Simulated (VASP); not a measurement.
# Si (Im-3m) in VASP: single point with PBEsol

Aim: the single point of Si with PBEsol.

All numbers are computed with VASP 6.6.1; they aren't measurements. Logs are shortened: lines on timing, memory, paths and dates and some standing lists are left out, and cuts for length are marked.

## Step 1: The cell of the first run

It takes space group Im-3m (No. 229, cubic). The conventional cell has a = 3.055 Å, b = 3.055 Å, c = 3.055 Å, α = 90.00°, β = 90.00°, γ = 90.00°. Si (site symmetry m-3m) has 14 Si at 2.65 to 3.05 Å within 3.5 Å.

## Step 2: Single point, PBEsol

INCAR reads:

```
SYSTEM = Si
  ALGO = Normal
  EDIFF = 1E-6
  ENCUT = 520
  GGA = PS
  ISIF = 2
  ISMEAR = -1
  LASPH = .TRUE.
  LCHARG = .FALSE.
  LREAL = .FALSE.
  LWAVE = .FALSE.
  NBANDS = 8
  NELM = 60
  PREC = Accurate
  SIGMA = 0.13605693000000002
```

KPOINTS reads:

```
k-points
0
G
  15 15 15
  0 0 0
```

POSCAR reads:

```
Si
1.0
   -1.5274215760      1.5274215760      1.5274215760
    1.5274215760     -1.5274215760      1.5274215760
    1.5274215760      1.5274215760     -1.5274215760
Si
1
Direct
    0.0000000000      0.0000000000      0.0000000000
```

Potentials or basis: VASP PAW PBE potentials, release 64 (Si).

Run with:

```sh
$ cat potpaw_PBE.64/Si/POTCAR > POTCAR
$ mpirun -np 1 vasp_std > vasp.out
```

OUTCAR:

```text
SYSTEM = Si
   EDIFF = 1E-6
   ENCUT = 520
   GGA = PS
   ISIF = 2
   ISMEAR = -1
   LASPH = .TRUE.
   LREAL = .FALSE.
   NELM = 60
   PREC = Accurate

 ion  position               nearest neighbor table
   1  0.000  0.000  0.000-

  LATTYP: Found a body centered cubic cell.
 ALAT       =     3.0548431520

  Lattice vectors:

 A1 = (  -1.5274215760,   1.5274215760,   1.5274215760)
 A2 = (   1.5274215760,  -1.5274215760,   1.5274215760)
 A3 = (   1.5274215760,   1.5274215760,  -1.5274215760)

Analysis of symmetry for initial positions (statically):
=====================================================================
 Subroutine PRICEL returns:
 Original cell was already a primitive cell.

 Routine SETGRP: Setting up the symmetry group for a
 body centered cubic supercell.

 Subroutine GETGRP returns: Found 48 space group operations
 (whereof 48 operations were pure point group operations)
 out of a pool of 48 trial point group operations.

The static configuration has the point symmetry O_h .

Analysis of symmetry for dynamics (positions and initial velocities):
=====================================================================
 Subroutine PRICEL returns:
 Original cell was already a primitive cell.

 Routine SETGRP: Setting up the symmetry group for a
 body centered cubic supercell.

 Subroutine GETGRP returns: Found 48 space group operations
 (whereof 48 operations were pure point group operations)
 out of a pool of 48 trial point group operations.

The dynamic configuration has the point symmetry O_h .

 Subroutine INISYM returns: Found 48 space group operations
 (whereof 48 operations are pure point group operations),
 and found     1 'primitive' translations

----------------------------------------------------------------------------------------

                                     Primitive cell

  volume of cell :      14.2540

  direct lattice vectors                    reciprocal lattice vectors
    -1.527421576  1.527421576  1.527421576     0.000000000  0.327349049  0.327349049
     1.527421576 -1.527421576  1.527421576     0.327349049  0.000000000  0.327349049
     1.527421576  1.527421576 -1.527421576     0.327349049  0.327349049  0.000000000

  length of vectors
     2.645571774  2.645571774  2.645571774     0.462941464  0.462941464  0.462941464

  position of ions in fractional coordinates (direct lattice)
     0.000000000  0.000000000  0.000000000

  ion indices of the primitive-cell ions
   primitive index   ion index
                 1           1

----------------------------------------------------------------------------------------

 KPOINTS: k-points

Automatic generation of k-mesh.
 Grid dimensions read from file:
 generate k-points for:   15   15   15

 Generating k-lattice:

  Cartesian coordinates                     Fractional coordinates (reciprocal lattice)
     0.000000000  0.021823270  0.021823270     0.066666667  0.000000000  0.000000000
     0.021823270  0.000000000  0.021823270     0.000000000  0.066666667  0.000000000
     0.021823270  0.021823270  0.000000000     0.000000000  0.000000000  0.066666667

  Length of vectors
     0.030862764  0.030862764  0.030862764

  Shift w.r.t. Gamma in fractional coordinates (k-lattice)
     0.000000000  0.000000000  0.000000000

 Subroutine IBZKPT returns following result:
 ===========================================

 Found    120 irreducible k-points:

 Following reciprocal coordinates:
            Coordinates               Weight
  0.000000  0.000000  0.000000      1.000000
  0.066667  0.000000  0.000000     12.000000
  0.133333  0.000000  0.000000     12.000000
  0.200000  0.000000  0.000000     12.000000
  0.266667  0.000000  0.000000     12.000000
  0.333333  0.000000  0.000000     12.000000
[... 16 lines left out ...]
  0.333333  0.200000  0.000000     48.000000
  0.400000  0.200000  0.000000     24.000000
 [... further k-points ...]
   k-points           NKPTS =    120   k-points in BZ     NKDIM =    120   number of bands    NBANDS=      8
   number of dos      NEDOS =    301   number of ions     NIONS =      1
   total plane-waves  NPLWV =   8000
   dimension x,y,z NGX =    20 NGY =   20 NGZ =   20
   dimension x,y,z NGXF=    40 NGYF=   40 NGZF=   40
   ions per type =               1
   NGX,Y,Z   is equivalent  to a cutoff of  12.57, 12.57, 12.57 a.u.
   NGXF,Y,Z  is equivalent  to a cutoff of  25.14, 25.14, 25.14 a.u.
 SYSTEM =  Si
   PREC   = accura    normal or accurate (medium, high low for compatibility)
   ISTART =      0    job   : 0-new  1-cont  2-samecut
   ICHARG =      2    charge: 1-file 2-atom 10-const
   ISPIN  =      1    spin polarized calculation?
   LNONCOLLINEAR =      F non collinear calculations
   LSORBIT =      F    spin-orbit coupling
   LASPH  =      T    aspherical Exc in radial PAW
   ENCUT  =  520.0 eV  38.22 Ry    6.18 a.u.   4.92  4.92  4.92*2*pi/ulx,y,z
   NELM   =     60;   NELMIN=  2; NELMDL= -5     # of ELM steps
   EDIFF  = 0.1E-05   stopping-criterion for ELM
   LREAL  =      F    real-space projection
   EDIFFG = 0.1E-04   stopping-criterion for IOM
   NSW    =      0    number of steps for IOM
   IBRION =     -1    ionic relax: 0-MD 1-quasi-New 2-CG
   NFREE  =      0    steps in history (QN), initial steepest desc. (CG)
   ISIF   =      2    stress and relaxation
   ISYM   =      2    0-nonsym 1-usesym 2-fastsym
   POTIM  = 0.5000    time-step for ionic-motion
   TEBEG  =    0.0;   TEEND  =   0.0 temperature during run
   PSTRESS=    0.0 pullay stress
   NELECT =       4.0000    total number of electrons
   NUPDOWN=      -1.0000    fix difference up-down
   EMIN   =  10.00;   EMAX   =-10.00  energy-range for DOS
   EFERMI =   0.00;   METHOD = LEGACY
   ISMEAR =    -1;   SIGMA  =   0.14  broadening in eV -4-tet -1-fermi 0-gaus
   EFERMI_NEDOS =   21; number of points for ismear=-14 and -15
   IALGO  =     38    algorithm
   IMIX   =      4    mixing-type and parameters
     AMIX     =   0.40;   BMIX     =  1.00
     AMIX_MAG =   1.60;   BMIX_MAG =  1.00
  volume/ion in A,a.u.               =      14.25        96.19
  Fermi-wavevector in a.u.,A,eV,Ry     =   1.071805  2.025418 15.629919  1.148767
  Thomas-Fermi vector in A             =   2.207557
   LORBIT       =      0    0 simple, 1 ext, 2 COOP (PROOUT), +10 PAW based schemes
   GGA     = PS    functional components
   LHFCALC =     F    Hartree Fock is set to
   AEXX    =    0.0000 exact exchange contribution
   IVDW    =     0    specifies the selected vdW correction
   LEPSILON=     F    determine dielectric tensor
   LRPA    =     F    only Hartree local field effects (RPA)
 non-spin polarized calculation
  energy-cutoff  :      520.00
  volume of cell :       14.25
 maximum number of plane-waves:       395
   NGX =  9   NGY =  9   NGZ =  9

 number of electron       4.0000000 magnetization

 Free energy of the ion-electron system (eV)
  ---------------------------------------------------
  ext. energy  EPLUGINS =         0.00000000
  ---------------------------------------------------
  free energy    TOTEN  =        -5.37210945 eV

  energy without entropy =       -5.34713653  energy(sigma->0) =       -5.35962299

 E-fermi :  10.1758     XC(G=0): -11.3070

 val. band max:       10.1681286579   @ k =   0.2000   0.2000   0.0667
 cond. band min:      10.2180640753   @ k =  -0.3333   0.3333   0.2000
 fundamental gap:      0.0499354174
 Fermi energy:        10.1758432955

 k-point     1 :       0.0000    0.0000    0.0000
  band No.  band energies     occupation
      1      -4.2612      2.00000
      2      21.9123      0.00000
      3      21.9123      0.00000
      4      21.9123      0.00000
      5      22.8593      0.00000
      6      22.8593      0.00000
      7      22.8593      0.00000
      8      26.5672      0.00000

 k-point     2 :       0.0667    0.0000    0.0000
  band No.  band energies     occupation
      1      -4.1227      2.00000
      2      20.1936      0.00000
      3      20.6888      0.00000
      4      21.7038      0.00000
      5      22.4001      0.00000
      6      23.7130      0.00000
      7      24.3141      0.00000
      8      25.6440      0.00000

 k-point     3 :       0.1333    0.0000    0.0000
  band No.  band energies     occupation
      1      -3.7078      2.00000
      2      17.5099      0.00000
      3      19.3201      0.00000
      4      21.1453      0.00000
      5      21.3987      0.00000
      6      23.4620      0.00000
      7      25.6083      0.00000
      8      26.3721      0.00000

 k-point     4 :       0.2000    0.0000    0.0000
  band No.  band energies     occupation
      1      -3.0181      2.00000
      2      14.6286      0.00000
      3      18.1660      0.00000
      4      20.3200      0.00000
      5      20.4181      0.00000
      6      22.4977      0.00000
      7      26.5121      0.00000
      8      26.6842      0.00000

 k-point     5 :       0.2667    0.0000    0.0000
  band No.  band energies     occupation
      1      -2.0565      2.00000
      2      11.8019      0.00001
      3      17.2412      0.00000
      4      19.3680      0.00000
      5      19.7038      0.00000
      6      21.6312      0.00000
      7      27.3331      0.00000
      8      27.6137      0.00000

 k-point     6 :       0.3333    0.0000    0.0000
  band No.  band energies     occupation
      1      -0.8269      2.00000
      2       9.1326      1.99907
      3      16.5479      0.00000
      4      18.6209      0.00000
      5      19.1119      0.00000
      6      20.9501      0.00000
      7      28.2551      0.00000
      8      28.8530      0.00000

 k-point     7 :       0.4000    0.0000    0.0000
  band No.  band energies     occupation
      1       0.6655      2.00000
      2       6.6665      2.00000
      3      16.0861      0.00000
      4      18.1113      0.00000
      5      18.6969      0.00000
      6      20.4824      0.00000
      7      29.3748      0.00000
      8      30.1542      0.00000

 k-point     8 :       0.4667    0.0000    0.0000
  band No.  band energies     occupation
      1       2.4100      2.00000
      2       4.4318      2.00000
      3      15.8554      0.00000
      4      17.8536      0.00000
      5      18.4844      0.00000
      6      20.2445      0.00000
      7      30.4554      0.00000
      8      31.2074      0.00000

 k-point     9 :       0.0667    0.0667    0.0000
  band No.  band energies     occupation
      1      -3.8460      2.00000
      2      18.6797      0.00000
      3      19.1813      0.00000
      4      20.5906      0.00000
      5      22.6338      0.00000
      6      24.0374      0.00000
      7      24.8824      0.00000
      8      25.5301      0.00000

 k-point    10 :       0.1333    0.0667    0.0000
  band No.  band energies     occupation
      1      -3.2937      2.00000
      2      16.1315      0.00000
      3      17.7137      0.00000
      4      19.5714      0.00000
      5      22.1565      0.00000
      6      23.5470      0.00000
      7      25.2519      0.00000
      8      26.9123      0.00000
[... 78 lines left out ...]
 k-point    18 :       0.2667    0.1333    0.0000
  band No.  band energies     occupation
      1      -0.4184      2.00000
      2       9.5142      1.98466
      3      13.2514      0.00000
      4      16.9191      0.00000
      5      21.4425      0.00000
      6      23.7714      0.00000
      7      26.5349      0.00000
      8      30.3603      0.00000

 k-point    19 :       0.3333    0.1333    0.0000
  band No.  band energies     occupation
      1       1.0712      2.00000
      2       7.0575      2.00000
      3      12.7513      0.00000
      4      16.4504      0.00000
      5      21.0062      0.00000
      6      23.8239      0.00000
      7      27.3346      0.00000
      8      30.9161      0.00000

 k-point    20 :       0.4000    0.1333    0.0000
  band No.  band energies     occupation
      1       2.8127      2.00000
      2       4.8282      2.00000
      3      12.5007      0.00000
      4      16.2136      0.00000
      5      20.7793      0.00000
      6      23.7837      0.00000
      7      28.5341      0.00000
      8      30.0194      0.00000

 k-point    21 :       0.2000    0.2000    0.0000
  band No.  band energies     occupation
      1      -0.5543      2.00000
      2      11.1676      0.00136
      3      11.4153      0.00022
      4      16.8248      0.00000
      5      22.5777      0.00000
      6      23.3706      0.00000
      7      27.9053      0.00000
      8      28.7954      0.00000

 k-point    22 :       0.2667    0.2000   -0.0000
  band No.  band energies     occupation
      1       0.8016      2.00000
      2       8.7389      1.99995
      3      10.6621      0.05456
      4      16.2488      0.00000
      5      22.4012      0.00000
      6      24.0619      0.00000
      7      28.0129      0.00000
      8      29.9879      0.00000

 k-point    23 :       0.3333    0.2000    0.0000
  band No.  band energies     occupation
      1       2.4155      2.00000
      2       6.4031      2.00000
      3      10.2760      0.64783
      4      15.8970      0.00000
      5      22.1223      0.00000
      6      25.0093      0.00000
      7      27.8236      0.00000
      8      29.9415      0.00000

 k-point    24 :       0.4000    0.2000    0.0000
  band No.  band energies     occupation
      1       4.1584      2.00000
      2       4.4176      2.00000
      3      10.1475      1.10370
      4      15.7788      0.00000
      5      22.0200      0.00000
      6      25.4910      0.00000
      7      27.7719      0.00000
      8      29.5139      0.00000

 [... further k-points ...]
[... 5 lines left out ...]
  --------------------------------------------------------------------------------------
  -------------------------------------------------------------------------------------
  Total        0.0225346      0.0225346      0.0225346     -0.0000000     -0.0000000      0.0000000
  in kB        2.5329307      2.5329307      2.5329307     -0.0000000     -0.0000000      0.0000000
  external PRESSURE =       2.5329307 kB  Pullay stress =       0.0000000 kB

 VOLUME and BASIS-vectors are now :
 -----------------------------------------------------------------------------
  energy-cutoff  :      520.00
  volume of cell :       14.25
      direct lattice vectors                 reciprocal lattice vectors
    -1.527421576  1.527421576  1.527421576     0.000000000  0.327349049  0.327349049
     1.527421576 -1.527421576  1.527421576     0.327349049  0.000000000  0.327349049
     1.527421576  1.527421576 -1.527421576     0.327349049  0.327349049  0.000000000

 POSITION                                       TOTAL-FORCE (eV/Angst)
 -----------------------------------------------------------------------------------
      0.00000      0.00000      0.00000        -0.000000      0.000000     -0.000000
 -----------------------------------------------------------------------------------
    total drift:                                0.000000      0.000000     -0.000000

  FREE ENERGIE OF THE ION-ELECTRON SYSTEM (eV)
  ---------------------------------------------------
  free  energy   TOTEN  =        -5.3721094535 eV

  energy  without entropy=       -5.3471365329  energy(sigma->0) =       -5.35962299
```

It took 6.5 s on 1 thread of Intel Xeon Platinum 8259CL at 2.50GHz (Skylake/Cascade Lake), shared host; peak memory 0.12 GiB.

Results:

```
Free energy            : -5.3721 eV
Pressure               : 0.3 GPa
Band gap on the k mesh : zero (band 2 reaches 21.91 eV, above the bottom of band 3 at 5.99 eV)
```

Levels at points of the mesh, in eV from the Fermi level:
| k point | band 1 | band 2 | band 3 | band 4 | band 5 | band 6 | band 7 |
| --- | --- | --- | --- | --- | --- | --- | --- |
| (0.00, 0.00, 0.00) | -14.44 | 11.74 | 11.74 | 11.74 | 12.68 | 12.68 | 12.68 |

Caveat: the PAW data sets were made with another functional, which shifts forces and pressure a little.
